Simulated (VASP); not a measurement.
# AlB3P4 (I-42m) in VASP: notebook

The runs below take AlB3P4 through single point, with PBE.

All numbers are computed with VASP 6.6.1; they aren't measurements. Logs are shortened: lines on timing, memory, paths and dates and some standing lists are left out, and cuts for length are marked.

## (1) The cell of the first run

The structure is tetragonal, space group I-42m (No. 121). Conventional cell: a = 4.810 Å, b = 4.810 Å, c = 9.561 Å, α = 90.00°, β = 90.00°, γ = 90.00°. Within 3.0 Å of Al (site symmetry -42m) lie 4 P at 2.28 Å. Within 2.6 Å of B (site symmetry -42m) lie 4 P at 1.99 Å. B (site symmetry -4) has 4 P at 2.04 Å within 2.7 Å. Within 2.6 Å of P (site symmetry m) lie 3 B at 1.99 to 2.04 Å and 1 Al at 2.28 Å.

## (2) Single point, PBE

INCAR reads:

```
  PREC = Accurate
  ENCUT = 520
  EDIFF = 1E-6
  ISMEAR = 0
  SIGMA = 0.1
  LREAL = False
  LASPH = True
  NELM = 60
  ALGO = Normal
  ISIF = 2
  LWAVE = False
  LCHARG = False
  GGA = PE
  NBANDS = 26
```

KPOINTS reads:

```
Automatic mesh
0
Gamma
  6 6 6
```

POSCAR reads:

```
AlB3P4
1.0
   -2.4050635496      2.4050635496      4.7807232054
    2.4050635496     -2.4050635496      4.7807232054
    2.4050635496      2.4050635496     -4.7807232054
Al B P
1 3 4
Direct
    0.0000000000      0.0000000000      0.0000000000
    0.5000000000      0.5000000000      0.0000000000
    0.2500000000      0.7500000000      0.5000000000
    0.7500000000      0.2500000000      0.5000000000
    0.5881904745      0.5881904745      0.4455054520
    0.1426850226      0.1426850226      0.5544945480
    0.8573149774      0.4118095255      0.0000000000
    0.4118095255      0.8573149774      0.0000000000
```

Potentials or basis: VASP PAW PBE potentials, release 64 (Al, B, P).

Launch:

```console
cat potpaw_PBE.64/Al/POTCAR potpaw_PBE.64/B/POTCAR potpaw_PBE.64/P/POTCAR > POTCAR
mpirun -np 1 vasp_std > vasp.out
```

OUTCAR:

```text
PREC = Accurate
   ENCUT = 520
   EDIFF = 1E-6
   ISMEAR = 0
   LREAL = False
   LASPH = True
   NELM = 60
   ISIF = 2
   GGA = PE

 ion  position               nearest neighbor table
   1  0.000  0.000  0.000-   6 2.28   5 2.28   8 2.28   7 2.28
   2  0.500  0.500  0.000-   6 1.99   7 1.99   8 1.99   5 1.99
   3  0.250  0.750  0.500-   5 2.04   8 2.04   7 2.04   6 2.04
   4  0.750  0.250  0.500-   5 2.04   7 2.04   8 2.04   6 2.04
   5  0.588  0.588  0.446-   2 1.99   3 2.04   4 2.04   1 2.28
   6  0.143  0.143  0.554-   2 1.99   3 2.04   4 2.04   1 2.28
   7  0.857  0.412  0.000-   2 1.99   3 2.04   4 2.04   1 2.28
   8  0.412  0.857  0.000-   2 1.99   4 2.04   3 2.04   1 2.28

  LATTYP: Found a body centered tetragonal cell.
 ALAT       =     4.8101270992
 C/A-ratio  =     1.9877741718

  Lattice vectors:

 A1 = (  -2.4050635496,   2.4050635496,   4.7807232054)
 A2 = (   2.4050635496,  -2.4050635496,   4.7807232054)
 A3 = (   2.4050635496,   2.4050635496,  -4.7807232054)

Analysis of symmetry for initial positions (statically):
=====================================================================
 Subroutine PRICEL returns:
 Original cell was already a primitive cell.

 Routine SETGRP: Setting up the symmetry group for a
 body centered tetragonal supercell.

 Subroutine GETGRP returns: Found  8 space group operations
 (whereof  8 operations were pure point group operations)
 out of a pool of 16 trial point group operations.

The static configuration has the point symmetry D_2d.

Analysis of symmetry for dynamics (positions and initial velocities):
=====================================================================
 Subroutine PRICEL returns:
 Original cell was already a primitive cell.

 Routine SETGRP: Setting up the symmetry group for a
 body centered tetragonal supercell.

 Subroutine GETGRP returns: Found  8 space group operations
 (whereof  8 operations were pure point group operations)
 out of a pool of 16 trial point group operations.

The dynamic configuration has the point symmetry D_2d.

 Subroutine INISYM returns: Found  8 space group operations
 (whereof  8 operations are pure point group operations),
 and found     1 'primitive' translations

----------------------------------------------------------------------------------------

                                     Primitive cell

  volume of cell :     110.6131

  direct lattice vectors                    reciprocal lattice vectors
    -2.405063550  2.405063550  4.780723205     0.000000000  0.207894715  0.104586687
     2.405063550 -2.405063550  4.780723205     0.207894715  0.000000000  0.104586687
     2.405063550  2.405063550 -4.780723205     0.207894715  0.207894715  0.000000000

  length of vectors
     5.867194877  5.867194877  5.867194877     0.232719976  0.232719976  0.294007525

  position of ions in fractional coordinates (direct lattice)
     0.000000000  0.000000000  0.000000000
     0.500000000  0.500000000  0.000000000
     0.250000000  0.750000000  0.500000000
     0.750000000  0.250000000  0.500000000
     0.588190475  0.588190475  0.445505452
     0.142685023  0.142685023  0.554494548
     0.857314977  0.411809525  0.000000000
     0.411809525  0.857314977  0.000000000

  ion indices of the primitive-cell ions
   primitive index   ion index
                 1           1
                 2           2
                 3           3
                 4           4
                 5           5
                 6           6
                 7           7
                 8           8

----------------------------------------------------------------------------------------

 KPOINTS: Automatic mesh

Automatic generation of k-mesh.
 Grid dimensions read from file:
 generate k-points for:    6    6    6

 Generating k-lattice:

  Cartesian coordinates                     Fractional coordinates (reciprocal lattice)
     0.000000000  0.034649119  0.017431114     0.166666667 -0.000000000  0.000000000
     0.034649119  0.000000000  0.017431114    -0.000000000  0.166666667  0.000000000
     0.034649119  0.034649119  0.000000000     0.000000000  0.000000000  0.166666667

  Length of vectors
     0.038786663  0.038786663  0.049001254

  Shift w.r.t. Gamma in fractional coordinates (k-lattice)
     0.000000000  0.000000000  0.000000000

 Subroutine IBZKPT returns following result:
 ===========================================

 Found     30 irreducible k-points:

 Following reciprocal coordinates:
            Coordinates               Weight
  0.000000  0.000000  0.000000      1.000000
  0.166667  0.000000  0.000000      8.000000
  0.333333  0.000000  0.000000      8.000000
  0.500000  0.000000 -0.000000      4.000000
  0.166667  0.166667  0.000000      8.000000
  0.333333  0.166667  0.000000     16.000000
[... 16 lines left out ...]
 -0.333333 -0.333333  0.166667      8.000000
 -0.166667 -0.333333  0.166667      8.000000
 [... further k-points ...]
   k-points           NKPTS =     30   k-points in BZ     NKDIM =     30   number of bands    NBANDS=     26
   number of dos      NEDOS =    301   number of ions     NIONS =      8
   total plane-waves  NPLWV = 110592
   dimension x,y,z NGX =    48 NGY =   48 NGZ =   48
   dimension x,y,z NGXF=    96 NGYF=   96 NGZF=   96
   ions per type =               1   3   4
   NGX,Y,Z   is equivalent  to a cutoff of  13.60, 13.60, 13.60 a.u.
   NGXF,Y,Z  is equivalent  to a cutoff of  27.20, 27.20, 27.20 a.u.
 SYSTEM =  unknown system
   PREC   = accura    normal or accurate (medium, high low for compatibility)
   ISTART =      0    job   : 0-new  1-cont  2-samecut
   ICHARG =      2    charge: 1-file 2-atom 10-const
   ISPIN  =      1    spin polarized calculation?
   LNONCOLLINEAR =      F non collinear calculations
   LSORBIT =      F    spin-orbit coupling
   LASPH  =      T    aspherical Exc in radial PAW
   ENCUT  =  520.0 eV  38.22 Ry    6.18 a.u.  10.91 10.91 10.91*2*pi/ulx,y,z
   NELM   =     60;   NELMIN=  2; NELMDL= -5     # of ELM steps
   EDIFF  = 0.1E-05   stopping-criterion for ELM
   LREAL  =      F    real-space projection
   EDIFFG = 0.1E-04   stopping-criterion for IOM
   NSW    =      0    number of steps for IOM
   IBRION =     -1    ionic relax: 0-MD 1-quasi-New 2-CG
   NFREE  =      0    steps in history (QN), initial steepest desc. (CG)
   ISIF   =      2    stress and relaxation
   ISYM   =      2    0-nonsym 1-usesym 2-fastsym
   POTIM  = 0.5000    time-step for ionic-motion
   TEBEG  =    0.0;   TEEND  =   0.0 temperature during run
   PSTRESS=    0.0 pullay stress
   NELECT =      32.0000    total number of electrons
   NUPDOWN=      -1.0000    fix difference up-down
   EMIN   =  10.00;   EMAX   =-10.00  energy-range for DOS
   EFERMI =   0.00;   METHOD = LEGACY
   ISMEAR =     0;   SIGMA  =   0.10  broadening in eV -4-tet -1-fermi 0-gaus
   EFERMI_NEDOS =   21; number of points for ismear=-14 and -15
   IALGO  =     38    algorithm
   IMIX   =      4    mixing-type and parameters
     AMIX     =   0.40;   BMIX     =  1.00
     AMIX_MAG =   1.60;   BMIX_MAG =  1.00
  volume/ion in A,a.u.               =      13.83        93.31
  Fermi-wavevector in a.u.,A,eV,Ry     =   1.082736  2.046074 15.950345  1.172317
  Thomas-Fermi vector in A             =   2.218785
   LORBIT       =      0    0 simple, 1 ext, 2 COOP (PROOUT), +10 PAW based schemes
   GGA     = PE    functional components
   LHFCALC =     F    Hartree Fock is set to
   AEXX    =    0.0000 exact exchange contribution
   IVDW    =     0    specifies the selected vdW correction
   LEPSILON=     F    determine dielectric tensor
   LRPA    =     F    only Hartree local field effects (RPA)
 non-spin polarized calculation
 Gauss-broadening in eV      SIGMA  =   0.10
  energy-cutoff  :      520.00
  volume of cell :      110.61
 maximum number of plane-waves:      3008
 NGX is ok and might be reduce to    48
   NGX = 21   NGY = 21   NGZ = 21

 number of electron      32.0000000 magnetization

 Free energy of the ion-electron system (eV)
  ---------------------------------------------------
  ext. energy  EPLUGINS =         0.00000000
  ---------------------------------------------------
  free energy    TOTEN  =       -47.60409635 eV

  energy without entropy =      -47.60409635  energy(sigma->0) =      -47.60409635

 E-fermi :   7.1807     XC(G=0): -10.3624

 val. band max:        6.7432941529   @ k =   0.0000   0.0000   0.0000
 cond. band min:       7.6811509679   @ k =   0.0000   0.0000   0.0000
 fundamental gap:      0.9378568149
 Fermi energy:         7.1807083549

 k-point     1 :       0.0000    0.0000    0.0000
  band No.  band energies     occupation
      1      -7.7923      2.00000
      2      -3.7370      2.00000
      3      -3.4645      2.00000
      4      -3.4645      2.00000
      5      -1.7561      2.00000
      6      -1.3547      2.00000
[... 18 lines left out ...]
     25      12.2789      0.00000
     26      12.6561      0.00000

 k-point     2 :       0.1667    0.0000    0.0000
  band No.  band energies     occupation
      1      -7.6151      2.00000
      2      -4.1027      2.00000
      3      -3.7515      2.00000
      4      -3.6583      2.00000
      5      -1.4392      2.00000
      6      -1.0382      2.00000
[... 18 lines left out ...]
     25      12.6202      0.00000
     26      12.9419      0.00000

 k-point     3 :       0.3333    0.0000    0.0000
  band No.  band energies     occupation
      1      -7.0994      2.00000
      2      -5.1147      2.00000
      3      -4.0405      2.00000
      4      -3.9164      2.00000
      5      -1.0977      2.00000
      6      -0.2770      2.00000
[... 572 lines left out ...]
 k-point    23 :      -0.3333   -0.3333    0.1667
  band No.  band energies     occupation
      1      -6.9694      2.00000
      2      -5.3442      2.00000
      3      -4.2605      2.00000
      4      -4.0324      2.00000
      5      -0.7791      2.00000
      6      -0.2737      2.00000
[... 18 lines left out ...]
     25      11.7766      0.00000
     26      13.6581      0.00000

 k-point    24 :      -0.1667   -0.3333    0.1667
  band No.  band energies     occupation
      1      -7.3377      2.00000
      2      -4.9311      2.00000
      3      -4.0988      2.00000
      4      -3.5931      2.00000
      5      -1.1896      2.00000
      6      -0.4912      2.00000
[... 18 lines left out ...]
     25      11.4948      0.00000
     26      13.4624      0.00000

 [... further k-points ...]

------------------------ aborting loop because EDIFF is reached ----------------------------------------

  FORCE on cell =-STRESS in cart. coord.  units (eV):
  Direction    XX          YY          ZZ          XY          YZ          ZX
  --------------------------------------------------------------------------------------
  -------------------------------------------------------------------------------------
  Total       -0.1518786     -0.1518786     -0.1526710      0.0000000      0.0000000      0.0000000
  in kB       -2.1998881     -2.1998881     -2.2113651      0.0000000      0.0000000      0.0000000
  external PRESSURE =      -2.2037137 kB  Pullay stress =       0.0000000 kB

 VOLUME and BASIS-vectors are now :
 -----------------------------------------------------------------------------
  energy-cutoff  :      520.00
  volume of cell :      110.61
      direct lattice vectors                 reciprocal lattice vectors
    -2.405063550  2.405063550  4.780723205     0.000000000  0.207894715  0.104586687
     2.405063550 -2.405063550  4.780723205     0.207894715  0.000000000  0.104586687
     2.405063550  2.405063550 -4.780723205     0.207894715  0.207894715  0.000000000

 POSITION                                       TOTAL-FORCE (eV/Angst)
 -----------------------------------------------------------------------------------
      0.00000      0.00000      0.00000         0.000000      0.000000      0.000000
      0.00000      0.00000      4.78072         0.000000      0.000000      0.000000
      2.40506     -0.00000      2.39036         0.000000     -0.000000     -0.000000
     -0.00000      2.40506      2.39036         0.000000      0.000000      0.000000
      1.07147      1.07147      3.49411         0.003159      0.003159      0.004912
      1.33359      1.33359     -1.28661        -0.003159     -0.003159      0.004912
     -1.07147      1.07147      6.06733        -0.003159      0.003159     -0.004912
      1.07147     -1.07147      6.06733         0.003159     -0.003159     -0.004912
 -----------------------------------------------------------------------------------
    total drift:                                0.000000      0.000000      0.000000

  FREE ENERGIE OF THE ION-ELECTRON SYSTEM (eV)
  ---------------------------------------------------
  free  energy   TOTEN  =       -47.6040963456 eV

  energy  without entropy=      -47.6040963456  energy(sigma->0) =      -47.60409635
```

Run time: 85 s. Hardware: 1 thread of Intel Xeon 6975P-C (Granite Rapids), shared host; peak memory 0.33 GiB.

What came out:

- Free energy: -47.6041 eV
- Pressure: -0.2 GPa
- Largest force: 0.007 eV/Å
- Band gap on the k mesh: 0.94 eV

Forces in eV/Å, atoms in the order of the input:
```
Al   0.000  0.000  0.000
B    0.000  0.000  0.000
B    0.000  0.000  0.000
B    0.000  0.000  0.000
P    0.003  0.003  0.005
P   -0.003 -0.003  0.005
P   -0.003  0.003 -0.005
P    0.003 -0.003 -0.005
```

## (3) Single point, PBE

This run uses another cell than the first one, of 14.86 Å³/atom.

INCAR reads:

```
SYSTEM = AlB3P4
ALGO = Normal
EDIFF = 1E-7
ENCUT = 520
GGA = PE
ISIF = 2
ISMEAR = 0
LASPH = .True.
LCHARG = .False.
LREAL = .False.
LWAVE = .False.
NBANDS = 26
NELM = 60
PREC = Accurate
SIGMA = 0.1
```

KPOINTS reads:

```
k-points
0
Gamma
  6 6 6
  0 0 0
```

POSCAR reads:

```
AlB3P4
1.0
   -2.4587013800      2.4587013800      4.9174027600
    2.4587013800     -2.4587013800      4.9174027600
    2.4587013800      2.4587013800     -4.9174027600
Al B P
1 3 4
Direct
    0.0000000000      0.0000000000      0.0000000000
    0.5000000000      0.5000000000      0.0000000000
    0.2500000000      0.7500000000      0.5000000000
    0.7500000000      0.2500000000      0.5000000000
    0.6250000000      0.6250000000      0.5000000000
    0.1250000000      0.1250000000      0.5000000000
    0.8750000000      0.3750000000      0.0000000000
    0.3750000000      0.8750000000      0.0000000000
```

Potentials or basis: VASP PAW PBE potentials, release 64 (Al, B, P).

Launch:

```console
cat potpaw_PBE.64/Al/POTCAR potpaw_PBE.64/B/POTCAR potpaw_PBE.64/P/POTCAR > POTCAR
mpirun -np 1 vasp_std > vasp.out
```

It took 90 s on 1 thread of Intel Xeon 6975P-C (Granite Rapids), shared host; peak memory 0.35 GiB.

It converged, with:

| Item | Value |
| --- | --- |
| Free energy | -45.6226 eV |
| Pressure | -3.0 GPa |
| Largest force | 4.680 eV/Å |
| Band gap on the k mesh | 1.12 eV (least direct gap 1.49 eV) |

Forces in eV/Å, atoms in the order of the input:
```
Al   0.000  0.000  0.000
B    0.000  0.000  0.000
B    0.000  0.000  0.000
B    0.000  0.000  0.000
P   -2.739 -2.739 -2.628
P    2.739  2.739 -2.628
P    2.739 -2.739  2.628
P   -2.739  2.739  2.628
```

Levels at points of the mesh, in eV from the valence-band top:
```csv
k point,band 14,band 15,band 16,band 17,band 18,band 19
"(0.00, 0.00, 0.00)",-0.10,0.00,0.00,1.49,1.65,3.09
"(0.50, 0.00, 0.00)",-2.70,-1.62,-1.52,2.97,3.12,3.84
"(0.50, 0.50, 0.00)",-1.35,-1.25,-1.22,2.20,2.69,3.34
"(0.50, 0.50, 0.50)",-2.30,-1.94,-1.94,1.12,1.47,1.57
```

Caveat: forces of over 1 eV/Å act on the atoms, so gaps and moduli don't describe the material at rest. A k mesh can miss the band edges.

(Continued in part 2 of 2.)
